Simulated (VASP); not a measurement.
# Mo (P6/mmm) in VASP: a series of runs

Mo is run at these levels: LDA; tasks: single point.

All numbers are computed with VASP 6.6.1; they aren't measurements. Logs are shortened: lines on timing, memory, paths and dates and some standing lists are left out, and cuts for length are marked.

### Step 1. The cell of the first run

The structure is hexagonal, space group P6/mmm (No. 191). Conventional cell: a = 2.818 Å, b = 2.818 Å, c = 2.479 Å, α = 90.00°, β = 90.00°, γ = 120.00°. Mo (site symmetry 6/mmm) has 8 Mo at 2.48 to 2.82 Å within 3.3 Å.

### Step 2. Single point, LDA (strain +0.030 along x and y, -0.030 along z)

File INCAR:

```
PREC = Accurate
ENCUT = 520
EDIFF = 1E-6
ISMEAR = 0
SIGMA = 0.15
LREAL = F
LASPH = T
NELM = 100
ALGO = Fast
ISIF = 2
LWAVE = F
LCHARG = F
GGA = CA
NBANDS = 13
```

File KPOINTS:

```
regular mesh
0
Gamma
  18 18 18
```

File POSCAR:

```
Mo
1.0
    2.8175757091      0.0000000000      0.0000000000
   -1.4087878546      2.4400921412      0.0000000000
    0.0000000000      0.0000000000      2.4785252790
Mo
1
Direct
    0.0000000000      0.0000000000      0.5000000000
```

Potentials or basis: VASP PAW LDA potentials, release 64 (Mo_sv).

The run is started by

```sh
cat potpaw_LDA.64/Mo_sv/POTCAR > POTCAR
mpirun -np 1 vasp_std > vasp.out
```

OUTCAR:

```text
PREC = Accurate
   ENCUT = 520
   EDIFF = 1E-6
   ISMEAR = 0
   LREAL = F
   LASPH = T
   NELM = 100
   ISIF = 2
   GGA = CA

 ion  position               nearest neighbor table
   1  0.000  0.000  0.500-

  LATTYP: Found a hexagonal cell.
 ALAT       =     2.8175757091
 C/A-ratio  =     0.8796659025

  Lattice vectors:

 A1 = (   2.8175757091,   0.0000000000,   0.0000000000)
 A2 = (  -1.4087878546,   2.4400921412,   0.0000000000)
 A3 = (   0.0000000000,   0.0000000000,   2.4785252790)

Analysis of symmetry for initial positions (statically):
=====================================================================
 Subroutine PRICEL returns:
 Original cell was already a primitive cell.

 Routine SETGRP: Setting up the symmetry group for a
 hexagonal supercell.

 Subroutine GETGRP returns: Found 24 space group operations
 (whereof 24 operations were pure point group operations)
 out of a pool of 24 trial point group operations.

The static configuration has the point symmetry D_6h.

Analysis of symmetry for dynamics (positions and initial velocities):
=====================================================================
 Subroutine PRICEL returns:
 Original cell was already a primitive cell.

 Routine SETGRP: Setting up the symmetry group for a
 hexagonal supercell.

 Subroutine GETGRP returns: Found 24 space group operations
 (whereof 24 operations were pure point group operations)
 out of a pool of 24 trial point group operations.

The dynamic configuration has the point symmetry D_6h.

 Subroutine INISYM returns: Found 24 space group operations
 (whereof 24 operations are pure point group operations),
 and found     1 'primitive' translations

----------------------------------------------------------------------------------------

                                     Primitive cell

  volume of cell :      17.0402

  direct lattice vectors                    reciprocal lattice vectors
     2.817575709  0.000000000  0.000000000     0.354915042  0.204910295  0.000000000
    -1.408787855  2.440092141  0.000000000     0.000000000  0.409820590  0.000000000
     0.000000000  0.000000000  2.478525279     0.000000000  0.000000000  0.403465726

  length of vectors
     2.817575709  2.817575709  2.478525279     0.409820590  0.409820590  0.403465726

  position of ions in fractional coordinates (direct lattice)
     0.000000000  0.000000000  0.500000000

  ion indices of the primitive-cell ions
   primitive index   ion index
                 1           1

----------------------------------------------------------------------------------------

 KPOINTS: regular mesh

Automatic generation of k-mesh.
 Grid dimensions read from file:
 generate k-points for:   18   18   18

 Generating k-lattice:

  Cartesian coordinates                     Fractional coordinates (reciprocal lattice)
     0.019717502  0.011383905  0.000000000     0.055555556  0.000000000  0.000000000
     0.000000000  0.022767811  0.000000000     0.000000000  0.055555556  0.000000000
     0.000000000  0.000000000  0.022414763     0.000000000  0.000000000  0.055555556

  Length of vectors
     0.022767811  0.022767811  0.022414763

  Shift w.r.t. Gamma in fractional coordinates (k-lattice)
     0.000000000  0.000000000  0.000000000

 Subroutine IBZKPT returns following result:
 ===========================================

 Found    370 irreducible k-points:

 Following reciprocal coordinates:
            Coordinates               Weight
  0.000000  0.000000  0.000000      1.000000
  0.055556 -0.000000  0.000000      6.000000
  0.111111 -0.000000  0.000000      6.000000
  0.166667 -0.000000  0.000000      6.000000
  0.222222 -0.000000  0.000000      6.000000
  0.277778 -0.000000  0.000000      6.000000
[... 16 lines left out ...]
  0.333333  0.111111  0.000000     12.000000
  0.388889  0.111111  0.000000     12.000000
 [... further k-points ...]
   k-points           NKPTS =    370   k-points in BZ     NKDIM =    370   number of bands    NBANDS=     13
   number of dos      NEDOS =    301   number of ions     NIONS =      1
   total plane-waves  NPLWV =  10368
   dimension x,y,z NGX =    24 NGY =   24 NGZ =   18
   dimension x,y,z NGXF=    48 NGYF=   48 NGZF=   36
   ions per type =               1
   NGX,Y,Z   is equivalent  to a cutoff of  14.16, 14.16, 12.07 a.u.
   NGXF,Y,Z  is equivalent  to a cutoff of  28.32, 28.32, 24.15 a.u.
 SYSTEM =  unknown system
   PREC   = accura    normal or accurate (medium, high low for compatibility)
   ISTART =      0    job   : 0-new  1-cont  2-samecut
   ICHARG =      2    charge: 1-file 2-atom 10-const
   ISPIN  =      1    spin polarized calculation?
   LNONCOLLINEAR =      F non collinear calculations
   LSORBIT =      F    spin-orbit coupling
   LASPH  =      T    aspherical Exc in radial PAW
   ENCUT  =  520.0 eV  38.22 Ry    6.18 a.u.   5.24  5.24  4.61*2*pi/ulx,y,z
   NELM   =    100;   NELMIN=  2; NELMDL= -5     # of ELM steps
   EDIFF  = 0.1E-05   stopping-criterion for ELM
   LREAL  =      F    real-space projection
   EDIFFG = 0.1E-04   stopping-criterion for IOM
   NSW    =      0    number of steps for IOM
   IBRION =     -1    ionic relax: 0-MD 1-quasi-New 2-CG
   NFREE  =      0    steps in history (QN), initial steepest desc. (CG)
   ISIF   =      2    stress and relaxation
   ISYM   =      2    0-nonsym 1-usesym 2-fastsym
   POTIM  = 0.5000    time-step for ionic-motion
   TEBEG  =    0.0;   TEEND  =   0.0 temperature during run
   PSTRESS=    0.0 pullay stress
   NELECT =      14.0000    total number of electrons
   NUPDOWN=      -1.0000    fix difference up-down
   EMIN   =  10.00;   EMAX   =-10.00  energy-range for DOS
   EFERMI =   0.00;   METHOD = LEGACY
   ISMEAR =     0;   SIGMA  =   0.15  broadening in eV -4-tet -1-fermi 0-gaus
   EFERMI_NEDOS =   21; number of points for ismear=-14 and -15
   IALGO  =     68    algorithm
   IMIX   =      4    mixing-type and parameters
     AMIX     =   0.40;   BMIX     =  1.00
     AMIX_MAG =   1.60;   BMIX_MAG =  1.00
  volume/ion in A,a.u.               =      17.04       114.99
  Fermi-wavevector in a.u.,A,eV,Ry     =   1.533295  2.897508 31.987219  2.350994
  Thomas-Fermi vector in A             =   2.640382
   LORBIT       =      0    0 simple, 1 ext, 2 COOP (PROOUT), +10 PAW based schemes
   GGA     = CA    functional components
   LHFCALC =     F    Hartree Fock is set to
   AEXX    =    0.0000 exact exchange contribution
   IVDW    =     0    specifies the selected vdW correction
   LEPSILON=     F    determine dielectric tensor
   LRPA    =     F    only Hartree local field effects (RPA)
 non-spin polarized calculation
 RMM-DIIS sequential band-by-band and
 Gauss-broadening in eV      SIGMA  =   0.15
  energy-cutoff  :      520.00
  volume of cell :       17.04
 maximum number of plane-waves:       472
 NGX is ok and might be reduce to    24
   NGX = 11   NGY = 11   NGZ =  9

 number of electron      13.9999999 magnetization

 Free energy of the ion-electron system (eV)
  ---------------------------------------------------
  ext. energy  EPLUGINS =         0.00000000
  ---------------------------------------------------
  free energy    TOTEN  =       -11.19691458 eV

  energy without entropy =      -11.18420096  energy(sigma->0) =      -11.19055777

 E-fermi :  10.8495     XC(G=0): -13.0313

 val. band max:       10.8487316247   @ k =   0.2222   0.1667   0.4444
 cond. band min:      10.8506875132   @ k =   0.5000  -0.0000   0.3333
 fundamental gap:      0.0019558886
 Fermi energy:        10.8495466029

 k-point     1 :       0.0000    0.0000    0.0000
  band No.  band energies     occupation
      1     -49.7283      2.00000
      2     -23.3429      2.00000
      3     -23.3429      2.00000
      4     -22.8729      2.00000
      5       4.3159      2.00000
      6       6.6883      2.00000
      7       9.9998      2.00000
      8       9.9998      2.00000
      9      15.1762      0.00000
     10      15.1762      0.00000
     11      23.5383      0.00000
     12      28.0583      0.00000
     13      30.3705      0.00000

 k-point     2 :       0.0556   -0.0000    0.0000
  band No.  band energies     occupation
      1     -49.7234      2.00000
      2     -23.3775      2.00000
      3     -23.3507      2.00000
      4     -22.8696      2.00000
      5       4.4300      2.00000
      6       6.7276      2.00000
      7       9.8902      2.00000
      8      10.1006      2.00000
      9      15.0781      0.00000
     10      15.1592      0.00000
     11      23.7912      0.00000
     12      28.2666      0.00000
     13      29.8466      0.00000

 k-point     3 :       0.1111   -0.0000    0.0000
  band No.  band energies     occupation
      1     -49.7093      2.00000
      2     -23.4763      2.00000
      3     -23.3731      2.00000
      4     -22.8602      2.00000
      5       4.7560      2.00000
      6       6.8426      2.00000
      7       9.6063      2.00000
      8      10.3991      1.99998
      9      14.8083      0.00000
     10      15.1106      0.00000
     11      24.4753      0.00000
     12      28.6948      0.00000
     13      28.8602      0.00000
[... 305 lines left out ...]
 k-point    23 :       0.3333    0.1111    0.0000
  band No.  band energies     occupation
      1     -49.5775      2.00000
      2     -24.2813      2.00000
      3     -23.6424      2.00000
      4     -22.7725      2.00000
      5       6.8143      2.00000
      6       7.4744      2.00000
      7      10.1100      2.00000
      8      12.9963      0.00000
      9      14.5093      0.00000
     10      14.6407      0.00000
     11      21.0667      0.00000
     12      23.5181      0.00000
     13      29.1860      0.00000

 k-point    24 :       0.3889    0.1111    0.0000
  band No.  band energies     occupation
      1     -49.5639      2.00000
      2     -24.3590      2.00000
      3     -23.6701      2.00000
      4     -22.7635      2.00000
      5       6.7221      2.00000
      6       7.5704      2.00000
      7      10.7666      1.56600
      8      12.8466      0.00000
      9      14.4489      0.00000
     10      15.3368      0.00000
     11      20.1521      0.00000
     12      22.8549      0.00000
     13      28.8076      0.00000

 [... further k-points ...]

------------------------ aborting loop because EDIFF is reached ----------------------------------------

  FORCE on cell =-STRESS in cart. coord.  units (eV):
  Direction    XX          YY          ZZ          XY          YZ          ZX
  --------------------------------------------------------------------------------------
  -------------------------------------------------------------------------------------
  Total       -1.5410799     -1.5410799     -0.8035305      0.0000000     -0.0000000      0.0000000
  in kB     -144.8973952   -144.8973952    -75.5505787      0.0000000     -0.0000000      0.0000000
  external PRESSURE =    -121.7817897 kB  Pullay stress =       0.0000000 kB

 VOLUME and BASIS-vectors are now :
 -----------------------------------------------------------------------------
  energy-cutoff  :      520.00
  volume of cell :       17.04
      direct lattice vectors                 reciprocal lattice vectors
     2.817575709  0.000000000  0.000000000     0.354915042  0.204910295  0.000000000
    -1.408787855  2.440092141  0.000000000     0.000000000  0.409820590  0.000000000
     0.000000000  0.000000000  2.478525279     0.000000000  0.000000000  0.403465726

 POSITION                                       TOTAL-FORCE (eV/Angst)
 -----------------------------------------------------------------------------------
      0.00000      0.00000      1.23926         0.000000      0.000000      0.000000
 -----------------------------------------------------------------------------------
    total drift:                                0.000000      0.000000      0.000000

  FREE ENERGIE OF THE ION-ELECTRON SYSTEM (eV)
  ---------------------------------------------------
  free  energy   TOTEN  =       -11.1969145844 eV

  energy  without entropy=      -11.1842009649  energy(sigma->0) =      -11.19055777
```

Run time: 20 s. Hardware: 1 thread of Intel Xeon 6975P-C (Granite Rapids), shared host; peak memory 0.18 GiB.

Results:

```yaml
Free_energy: -11.1969 eV
Pressure: -12.2 GPa
Band_gap_on_the_k_mesh: zero (band 7 reaches 11.74 eV, above the bottom of band 8 at 10.00 eV)
```

Stress tensor (GPa, compression positive):
```
-14.49   0.00   0.00
  0.00 -14.49   0.00
  0.00   0.00  -7.56
```

Caveat: the cell differs from its parent crystal (strain +0.030 along x and y, -0.030 along z).

### Step 3. Single point, LDA (strain +0.015 along x and y, +0.000 along z)

File INCAR:

```
ALGO = Normal
EDIFF = 1E-6
ENCUT = 520
GGA = CA
ISIF = 2
ISMEAR = 0
LASPH = T
LCHARG = F
LREAL = F
LWAVE = F
NBANDS = 13
NELM = 100
PREC = Accurate
SIGMA = 0.15
```

File KPOINTS:

```
k-points
0
Gamma
  18 18 18
```

File POSCAR:

```
Mo
1.0
    2.7765430532      0.0000000000      0.0000000000
   -1.3882715266      2.4045568187      0.0000000000
    0.0000000000      0.0000000000      2.5551807000
Mo
1
Direct
    0.0000000000      0.0000000000      0.5000000000
```

Potentials or basis: VASP PAW LDA potentials, release 64 (Mo_sv).

The run is started by

```sh
cat potpaw_LDA.64/Mo_sv/POTCAR > POTCAR
mpirun -np 1 vasp_std > vasp.out
```

Wall time 19 s (1 thread of Intel Xeon 6975P-C (Granite Rapids), shared host); peak memory 0.18 GiB.

The run converged. Its results:

* Free energy: -11.2020 eV
* Pressure: -13.0 GPa
* Band gap on the k mesh: zero (band 7 reaches 11.94 eV, above the bottom of band 8 at 10.08 eV)

Stress tensor (GPa, compression positive):
```
-11.92   0.00   0.00
  0.00 -11.92   0.00
  0.00   0.00 -15.04
```

Levels at points of the mesh, in eV from the Fermi level:
```
           k point  band 5  band 6  band 7  band 8  band 9  band 10
(0.00, 0.00, 0.00)   -6.62   -4.13   -0.84   -0.84    4.03     4.03
(0.50, 0.00, 0.00)   -4.68   -3.08    1.02    1.17    3.42     4.19
(0.00, 0.00, 0.50)   -3.52    0.00    0.00    0.23    0.65     0.65
(0.50, 0.00, 0.50)   -5.09   -3.12   -0.53    4.56    5.95     6.45
```

Caveat: the cell differs from its parent crystal (strain +0.015 along x and y, +0.000 along z).

### Step 4. Single point, LDA (strain +0.030 along x and y, -0.015 along z)

File INCAR:

```
SYSTEM = Mo
  ALGO = Normal
  EDIFF = 1E-7
  ENCUT = 520
  GGA = CA
  ISIF = 2
  ISMEAR = 0
  LASPH = .TRUE.
  LCHARG = .TRUE.
  LELF = .TRUE.
  LREAL = .FALSE.
  LVHAR = .TRUE.
  LWAVE = .FALSE.
  NBANDS = 13
  NELM = 80
  PREC = Accurate
  SIGMA = 0.15
```

File KPOINTS:

```
k-points
0
G
  18 18 18
  0 0 0
```

File POSCAR:

```
Mo
1.0
    2.8175757091      0.0000000000      0.0000000000
   -1.4087878546      2.4400921412      0.0000000000
    0.0000000000      0.0000000000      2.5168529895
Mo
1
Direct
    0.0000000000      0.0000000000      0.5000000000
```

The run is started by

```sh
cat potpaw_LDA.64/Mo_sv/POTCAR > POTCAR
mpirun -np 1 vasp_std > vasp.out
```

Wall time 21 s (1 thread of Intel Xeon 6975P-C (Granite Rapids), shared host); peak memory 0.18 GiB.

The run converged. Its results:

* Free energy: -11.1800 eV
* Pressure: -15.2 GPa
* Band gap on the k mesh: zero (band 7 reaches 11.55 eV, above the bottom of band 8 at 9.84 eV)

Stress tensor (GPa, compression positive):
```
-16.35   0.00   0.00
  0.00 -16.35   0.00
  0.00   0.00 -13.03
```

Levels at points of the mesh, in eV from the Fermi level:
| k point | band 5 | band 6 | band 7 | band 8 | band 9 | band 10 |
| --- | --- | --- | --- | --- | --- | --- |
| (0.00, 0.00, 0.00) | -6.51 | -4.07 | -0.82 | -0.82 | 4.13 | 4.13 |
| (0.50, 0.00, 0.00) | -4.53 | -3.17 | 0.90 | 1.60 | 3.58 | 3.94 |
| (0.00, 0.00, 0.50) | -3.24 | 0.13 | 0.13 | 0.38 | 0.38 | 0.51 |
| (0.50, 0.00, 0.50) | -4.99 | -2.81 | -0.73 | 4.37 | 6.05 | 6.59 |

Caveat: the cell differs from its parent crystal (strain +0.030 along x and y, -0.015 along z).

(Part 1 of 2 ends here.)
